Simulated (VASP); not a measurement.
# Sb (Fm-3m) in VASP: notebook, part 2 of 3

VASP 6.6.1. The steps go on from the part before.

## 3. Electric field gradients, PBE (volume scaled by 1.01)

Input file INCAR:

```
SYSTEM = Sb
PREC     = Accurate       ! precision mode
ENCUT    = 520            ! plane-wave cutoff, eV
EDIFF    = 1E-8           ! SCF threshold, eV
ISMEAR   = -1             ! smearing method
SIGMA    = 0.05           ! smearing width, eV
LREAL    = .False.        ! projectors in reciprocal space
LASPH    = .True.         ! aspherical terms in the spheres
NELM     = 60             ! most SCF steps
ALGO     = Normal         ! electronic algorithm
ISIF     = 2              ! what is computed and relaxed
LWAVE    = .False.        ! write WAVECAR
LCHARG   = .False.        ! write CHGCAR
GGA      = PE             ! functional
LEFG     = .True.       
NBANDS   = 8              ! bands
```

Input file KPOINTS:

```
Automatic mesh
0
Gamma
  12 12 12
  0 0 0
```

Input file POSCAR:

```
Sb
1.0
    0.0000000000      2.3126578636      2.3126578636
    2.3126578636      0.0000000000      2.3126578636
    2.3126578636      2.3126578636      0.0000000000
Sb
1
Direct
    0.0000000000      0.0000000000      0.0000000000
```

Potentials or basis: VASP PAW PBE potentials, release 64 (Sb).

The run is started by

```bash
$ cat potpaw_PBE.64/Sb/POTCAR > POTCAR
$ mpirun -np 1 vasp_std > vasp.out
```

OUTCAR:

```text
SYSTEM = Sb
   PREC = Accurate
   ENCUT = 520
   EDIFF = 1E-8
   ISMEAR = -1
   LREAL = .False.
   LASPH = .True.
   NELM = 60
   ISIF = 2
   GGA = PE

 ion  position               nearest neighbor table
   1  0.000  0.000  0.000-

  LATTYP: Found a face centered cubic cell.
 ALAT       =     4.6253157272

  Lattice vectors:

 A1 = (   0.0000000000,   2.3126578636,   2.3126578636)
 A2 = (   2.3126578636,   0.0000000000,   2.3126578636)
 A3 = (   2.3126578636,   2.3126578636,   0.0000000000)

Analysis of symmetry for initial positions (statically):
=====================================================================
 Subroutine PRICEL returns:
 Original cell was already a primitive cell.

 Routine SETGRP: Setting up the symmetry group for a
 face centered cubic supercell.

 Subroutine GETGRP returns: Found 48 space group operations
 (whereof 48 operations were pure point group operations)
 out of a pool of 48 trial point group operations.

The static configuration has the point symmetry O_h .

Analysis of symmetry for dynamics (positions and initial velocities):
=====================================================================
 Subroutine PRICEL returns:
 Original cell was already a primitive cell.

 Routine SETGRP: Setting up the symmetry group for a
 face centered cubic supercell.

 Subroutine GETGRP returns: Found 48 space group operations
 (whereof 48 operations were pure point group operations)
 out of a pool of 48 trial point group operations.

The dynamic configuration has the point symmetry O_h .

 Subroutine INISYM returns: Found 48 space group operations
 (whereof 48 operations are pure point group operations),
 and found     1 'primitive' translations

----------------------------------------------------------------------------------------

                                     Primitive cell

  volume of cell :      24.7380

  direct lattice vectors                    reciprocal lattice vectors
     0.000000000  2.312657864  2.312657864    -0.216201457  0.216201457  0.216201457
     2.312657864  0.000000000  2.312657864     0.216201457 -0.216201457  0.216201457
     2.312657864  2.312657864  0.000000000     0.216201457  0.216201457 -0.216201457

  length of vectors
     3.270592116  3.270592116  3.270592116     0.374471908  0.374471908  0.374471908

  position of ions in fractional coordinates (direct lattice)
     0.000000000  0.000000000  0.000000000

  ion indices of the primitive-cell ions
   primitive index   ion index
                 1           1

----------------------------------------------------------------------------------------

 KPOINTS: Automatic mesh

Automatic generation of k-mesh.
 Grid dimensions read from file:
 generate k-points for:   12   12   12

 Generating k-lattice:

  Cartesian coordinates                     Fractional coordinates (reciprocal lattice)
    -0.018016788  0.018016788  0.018016788     0.083333333  0.000000000  0.000000000
[... 59 lines left out ...]
   EDIFF  = 0.1E-07   stopping-criterion for ELM
   LREAL  =      F    real-space projection
   EDIFFG = 0.1E-06   stopping-criterion for IOM
   NSW    =      0    number of steps for IOM
   IBRION =     -1    ionic relax: 0-MD 1-quasi-New 2-CG
   NFREE  =      0    steps in history (QN), initial steepest desc. (CG)
   ISIF   =      2    stress and relaxation
   ISYM   =      2    0-nonsym 1-usesym 2-fastsym
   POTIM  = 0.5000    time-step for ionic-motion
   TEBEG  =    0.0;   TEEND  =   0.0 temperature during run
   PSTRESS=    0.0 pullay stress
   NELECT =       5.0000    total number of electrons
   NUPDOWN=      -1.0000    fix difference up-down
   EMIN   =  10.00;   EMAX   =-10.00  energy-range for DOS
   EFERMI =   0.00;   METHOD = LEGACY
   ISMEAR =    -1;   SIGMA  =   0.05  broadening in eV -4-tet -1-fermi 0-gaus
   EFERMI_NEDOS =   21; number of points for ismear=-14 and -15
   IALGO  =     38    algorithm
   IMIX   =      4    mixing-type and parameters
     AMIX     =   0.40;   BMIX     =  1.00
     AMIX_MAG =   1.60;   BMIX_MAG =  1.00
  volume/ion in A,a.u.               =      24.74       166.94
  Fermi-wavevector in a.u.,A,eV,Ry     =   0.960749  1.815553 12.558713  0.923039
  Thomas-Fermi vector in A             =   2.090061
   LORBIT       =      0    0 simple, 1 ext, 2 COOP (PROOUT), +10 PAW based schemes
   GGA     = PE    functional components
   LHFCALC =     F    Hartree Fock is set to
   AEXX    =    0.0000 exact exchange contribution
   IVDW    =     0    specifies the selected vdW correction
   LEPSILON=     F    determine dielectric tensor
   LRPA    =     F    only Hartree local field effects (RPA)
 non-spin polarized calculation
  energy-cutoff  :      520.00
  volume of cell :       24.74
 maximum number of plane-waves:       684
   NGX = 13   NGY = 13   NGZ = 13

 number of electron       4.9999999 magnetization

 Free energy of the ion-electron system (eV)
  ---------------------------------------------------
  ext. energy  EPLUGINS =         0.00000000
  ---------------------------------------------------
  free energy    TOTEN  =        -3.76254187 eV

  energy without entropy =       -3.75589483  energy(sigma->0) =       -3.75921835

 E-fermi :   9.7355     XC(G=0): -10.6091

 val. band max:        9.6574743397   @ k =   0.5000   0.4167   0.0833
 cond. band min:       9.7502428545   @ k =   0.5000   0.2500   0.0833
 fundamental gap:      0.0927685148
 Fermi energy:         9.7355371714

 k-point     1 :       0.0000    0.0000    0.0000
  band No.  band energies     occupation
      1      -3.9472      2.00000
      2      15.6441      0.00000
      3      15.6441      0.00000
      4      15.6441      0.00000
      5      19.8990      0.00000
      6      19.9119      0.00000
      7      19.9119      0.00000
      8      19.9119      0.00000
[... 243 lines left out ...]
 k-point    24 :      -0.4167    0.1667    0.0000
  band No.  band energies     occupation
      1       0.6630      2.00000
      2       3.9811      2.00000
      3      10.2530      0.00006
      4      12.8013      0.00000
      5      16.5331      0.00000
      6      20.6680      0.00000
      7      20.9774      0.00000
      8      24.0597      0.00000

 [... further k-points ...]
[... 5 lines left out ...]
  --------------------------------------------------------------------------------------
  -------------------------------------------------------------------------------------
  Total        1.1834525      1.1834525      1.1834525      0.0000000     -0.0000000      0.0000000
  in kB       76.6473721     76.6473721     76.6473721      0.0000000     -0.0000000      0.0000000
  external PRESSURE =      76.6473721 kB  Pullay stress =       0.0000000 kB

 VOLUME and BASIS-vectors are now :
 -----------------------------------------------------------------------------
  energy-cutoff  :      520.00
  volume of cell :       24.74
      direct lattice vectors                 reciprocal lattice vectors
     0.000000000  2.312657864  2.312657864    -0.216201457  0.216201457  0.216201457
     2.312657864  0.000000000  2.312657864     0.216201457 -0.216201457  0.216201457
     2.312657864  2.312657864  0.000000000     0.216201457  0.216201457 -0.216201457

 POSITION                                       TOTAL-FORCE (eV/Angst)
 -----------------------------------------------------------------------------------
      0.00000      0.00000      0.00000        -0.000000     -0.000000     -0.000000
 -----------------------------------------------------------------------------------
    total drift:                                0.000000     -0.000000     -0.000000

  FREE ENERGIE OF THE ION-ELECTRON SYSTEM (eV)
  ---------------------------------------------------
  free  energy   TOTEN  =        -3.7625418667 eV

  energy  without entropy=       -3.7558948270  energy(sigma->0) =       -3.75921835

 Electric field gradients (V/A^2)
---------------------------------------------------------------------
 ion       V_xx      V_yy      V_zz      V_xy      V_xz      V_yz
---------------------------------------------------------------------
   1      -0.000     0.000    -0.000     0.000     0.000     0.000
---------------------------------------------------------------------

 Electric field gradients after diagonalization (V/A^2)
 (convention: |V_zz| > |V_xx| > |V_yy|)
----------------------------------------------------------------------
 ion       V_xx      V_yy      V_zz     asymmetry (V_yy - V_xx)/ V_zz
----------------------------------------------------------------------
   1      -0.000    -0.000     0.000       0.000
----------------------------------------------------------------------

           NMR quadrupolar parameters

 Cq : quadrupolar parameter    Cq=e*Q*V_zz/h
 eta: asymmetry parameters     (V_yy - V_xx)/ V_zz
 Q  : nuclear electric quadrupole moment in mb (millibarn)
----------------------------------------------------------------------
 ion       Cq(MHz)       eta       Q (mb)
----------------------------------------------------------------------
   1       0.000       0.000       1.000
----------------------------------------------------------------------
```

It took 6.4 s on 1 thread of Intel Xeon Platinum 8488C (Sapphire Rapids), shared host; peak memory 0.14 GiB.

What came out:

| Quantity | Value |
| --- | --- |
| Free energy | -3.7625 eV |
| Pressure | 7.7 GPa |

Caveat: without QUAD_EFG the Cq values of the log hold for a quadrupole moment of 1 mb, not for the nuclei; spin-orbit coupling is left out, which moves the levels of the heavy elements.

## 4. Electric field gradients, PBE (volume scaled by 1.04)

Input file INCAR:

```
SYSTEM = Sb
PREC = Accurate
ENCUT = 520
EDIFF = 1E-8
ISMEAR = -1
SIGMA = 0.05
LREAL = .False.
LASPH = .True.
NELM = 100
ALGO = Normal
ISIF = 2
LWAVE = .False.
LCHARG = .False.
GGA = PE
LEFG = .True.
NBANDS = 8
```

Input file KPOINTS:

```
regular mesh
0
Gamma
  12 12 12
  0 0 0
```

Input file POSCAR:

```
Sb
1.0
    0.0000000000      2.3353324258      2.3353324258
    2.3353324258      0.0000000000      2.3353324258
    2.3353324258      2.3353324258      0.0000000000
Sb
1
Direct
    0.0000000000      0.0000000000      0.0000000000
```

Potentials or basis: VASP PAW PBE potentials, release 64 (Sb).

The run is started by

```bash
$ cat potpaw_PBE.64/Sb/POTCAR > POTCAR
$ mpirun -np 1 vasp_std > vasp.out
```

OUTCAR:

```text
SYSTEM = Sb
   PREC = Accurate
   ENCUT = 520
   EDIFF = 1E-8
   ISMEAR = -1
   LREAL = .False.
   LASPH = .True.
   NELM = 100
   ISIF = 2
   GGA = PE

 ion  position               nearest neighbor table
   1  0.000  0.000  0.000-

  LATTYP: Found a face centered cubic cell.
 ALAT       =     4.6706648516

  Lattice vectors:

 A1 = (   0.0000000000,   2.3353324258,   2.3353324258)
 A2 = (   2.3353324258,   0.0000000000,   2.3353324258)
 A3 = (   2.3353324258,   2.3353324258,   0.0000000000)

Analysis of symmetry for initial positions (statically):
=====================================================================
 Subroutine PRICEL returns:
 Original cell was already a primitive cell.

 Routine SETGRP: Setting up the symmetry group for a
 face centered cubic supercell.

 Subroutine GETGRP returns: Found 48 space group operations
 (whereof 48 operations were pure point group operations)
 out of a pool of 48 trial point group operations.

The static configuration has the point symmetry O_h .

Analysis of symmetry for dynamics (positions and initial velocities):
=====================================================================
 Subroutine PRICEL returns:
 Original cell was already a primitive cell.

 Routine SETGRP: Setting up the symmetry group for a
 face centered cubic supercell.

 Subroutine GETGRP returns: Found 48 space group operations
 (whereof 48 operations were pure point group operations)
 out of a pool of 48 trial point group operations.

The dynamic configuration has the point symmetry O_h .

 Subroutine INISYM returns: Found 48 space group operations
 (whereof 48 operations are pure point group operations),
 and found     1 'primitive' translations
[... 145 lines left out ...]
 fundamental gap:      0.0281135709
 Fermi energy:         9.3136849016

 k-point     1 :       0.0000    0.0000    0.0000
  band No.  band energies     occupation
      1      -4.1054      2.00000
      2      15.0084      0.00000
      3      15.0084      0.00000
      4      15.0084      0.00000
      5      19.4061      0.00000
      6      19.4061      0.00000
      7      19.4061      0.00000
      8      19.5022      0.00000
[... 243 lines left out ...]
 k-point    24 :      -0.4167    0.1667    0.0000
  band No.  band energies     occupation
      1       0.3231      2.00000
      2       3.7494      2.00000
      3       9.8125      0.00009
      4      12.2911      0.00000
      5      16.0959      0.00000
      6      20.1370      0.00000
      7      20.3644      0.00000
      8      23.5149      0.00000

 [... further k-points ...]
[... 5 lines left out ...]
  --------------------------------------------------------------------------------------
  -------------------------------------------------------------------------------------
  Total        0.8338287      0.8338287      0.8338287     -0.0000000     -0.0000000      0.0000000
  in kB       52.4458686     52.4458686     52.4458686     -0.0000000     -0.0000000      0.0000000
  external PRESSURE =      52.4458686 kB  Pullay stress =       0.0000000 kB

 VOLUME and BASIS-vectors are now :
 -----------------------------------------------------------------------------
  energy-cutoff  :      520.00
  volume of cell :       25.47
      direct lattice vectors                 reciprocal lattice vectors
     0.000000000  2.335332426  2.335332426    -0.214102281  0.214102281  0.214102281
     2.335332426  0.000000000  2.335332426     0.214102281 -0.214102281  0.214102281
     2.335332426  2.335332426  0.000000000     0.214102281  0.214102281 -0.214102281

 POSITION                                       TOTAL-FORCE (eV/Angst)
 -----------------------------------------------------------------------------------
      0.00000      0.00000      0.00000         0.000000      0.000000      0.000000
 -----------------------------------------------------------------------------------
    total drift:                                0.000000      0.000000      0.000000

  FREE ENERGIE OF THE ION-ELECTRON SYSTEM (eV)
  ---------------------------------------------------
  free  energy   TOTEN  =        -3.7919876324 eV

  energy  without entropy=       -3.7846662355  energy(sigma->0) =       -3.78832693

 Electric field gradients (V/A^2)
---------------------------------------------------------------------
 ion       V_xx      V_yy      V_zz      V_xy      V_xz      V_yz
---------------------------------------------------------------------
   1       0.000    -0.000     0.000     0.000     0.000     0.000
---------------------------------------------------------------------

 Electric field gradients after diagonalization (V/A^2)
 (convention: |V_zz| > |V_xx| > |V_yy|)
----------------------------------------------------------------------
 ion       V_xx      V_yy      V_zz     asymmetry (V_yy - V_xx)/ V_zz
----------------------------------------------------------------------
   1      -0.000    -0.000     0.000       0.000
----------------------------------------------------------------------

           NMR quadrupolar parameters

 Cq : quadrupolar parameter    Cq=e*Q*V_zz/h
 eta: asymmetry parameters     (V_yy - V_xx)/ V_zz
 Q  : nuclear electric quadrupole moment in mb (millibarn)
----------------------------------------------------------------------
 ion       Cq(MHz)       eta       Q (mb)
----------------------------------------------------------------------
   1       0.000       0.000       1.000
----------------------------------------------------------------------
```

OSZICAR:

```text
N       E                     dE             d eps       ncg     rms          rms(c)
DAV:   1     0.464947995769E+01    0.46495E+01   -0.17020E+03  1184   0.414E+02
DAV:   2    -0.371644006003E+01   -0.83659E+01   -0.80342E+01  1704   0.531E+01
DAV:   3    -0.379662911048E+01   -0.80189E-01   -0.79802E-01  1368   0.581E+00
DAV:   4    -0.379684749359E+01   -0.21838E-03   -0.21838E-03  1792   0.374E-01
DAV:   5    -0.379684784053E+01   -0.34693E-06   -0.34762E-06  1440   0.933E-03    0.188E+00
DAV:   6    -0.379373938555E+01    0.31085E-02   -0.14105E-03  1456   0.202E-01    0.108E+00
DAV:   7    -0.379198325607E+01    0.17561E-02   -0.30550E-03  1360   0.298E-01    0.469E-02
DAV:   8    -0.379198799224E+01   -0.47362E-05   -0.37364E-05  1600   0.486E-02    0.645E-03
DAV:   9    -0.379198817613E+01   -0.18389E-06   -0.55818E-07  1656   0.594E-03    0.102E-03
DAV:  10    -0.379198779003E+01    0.38610E-06   -0.36881E-08  1600   0.112E-03    0.114E-03
DAV:  11    -0.379198758227E+01    0.20776E-06   -0.11897E-09  1432   0.303E-04    0.217E-04
DAV:  12    -0.379198763102E+01   -0.48749E-07   -0.11151E-10   920   0.592E-05    0.110E-05
DAV:  13    -0.379198763236E+01   -0.13394E-08   -0.51568E-12   808   0.163E-05
   1 F= -.37919876E+01 E0= -.37883269E+01  d E =-.732140E-02
```

stdout:

```text
POSCAR found type information on POSCAR Sb
 POSCAR found :  1 types and       1 ions
 scaLAPACK will be used
 LDA part: xc-table for (Slater+PW92), standard interpolation
 POSCAR, INCAR and KPOINTS ok, starting setup
 FFT: planning ... GRIDC
 FFT: planning ... GRID_SOFT
 FFT: planning ... GRID
 WAVECAR not read
 entering main loop
ion   1
```

It took 17 s on 1 thread of Intel Xeon Platinum 8488C (Sapphire Rapids), shared host; peak memory 0.16 GiB.

What came out:

* Free energy: -3.7920 eV
* Pressure: 5.2 GPa

Caveat: without QUAD_EFG the Cq values of the log hold for a quadrupole moment of 1 mb, not for the nuclei; spin-orbit coupling is left out, which moves the levels of the heavy elements.

(Continued in part 3 of 3.)
